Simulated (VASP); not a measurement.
A run of VASP 6.6.1:

POSCAR

```
ZnCu
1.0
    2.9205539200      0.0000000000      0.0000000000
    0.0000000000      2.9205539200      0.0000000000
    0.0000000000      0.0000000000      2.9205539200
Zn Cu
1 1
Direct
    0.5000000000      0.5000000000      0.5000000000
    0.0000000000      0.0000000000      0.0000000000
```

INCAR.step1

```
ALGO = Normal ; EDIFF = 1E-5
ENCUT = 660 ; GGA = PE
GGA_COMPAT = F ; ISMEAR = -5
LASPH = T ; LCHARG = F
LREAL = F ; LWAVE = T
NBANDS = 18 ; NELECT = 23.1
NELM = 120 ; PREC = Accurate
SIGMA = 0.1
```

The input INCAR.step2:

```
ALGO = Normal ; EDIFF = 1E-6
ENCUT = 660 ; GGA_COMPAT = F
ISIF = 2 ; ISMEAR = -5
ISTART = 1 ; LASPH = T
LCHARG = F ; LMIXTAU = T
LREAL = F ; LWAVE = F
METAGGA = R2SCAN ; NBANDS = 18
NELECT = 23.1 ; NELM = 120
PREC = Accurate ; SIGMA = 0.1
```

The input KPOINTS:

```
k-points
0
Gamma
  4 4 4
```

Potentials or basis: VASP PAW PBE potentials, release 64 (Zn, Cu).

The run is started by

```sh
$ cat potpaw_PBE.64/Zn/POTCAR potpaw_PBE.64/Cu/POTCAR > POTCAR
$ cp INCAR.step1 INCAR
$ mpirun -np 1 vasp_std > vasp.out
$ cp INCAR.step2 INCAR
$ mpirun -np 1 vasp_std > vasp.out
```

Hardware: 1 thread of Intel Xeon 8259CL, with other jobs on the host.

How long does it take, and how much memory?

It took 61 s on 1 thread of Intel Xeon 8259CL (shared host), peak memory 0.14 GiB. Counts: k points 10.
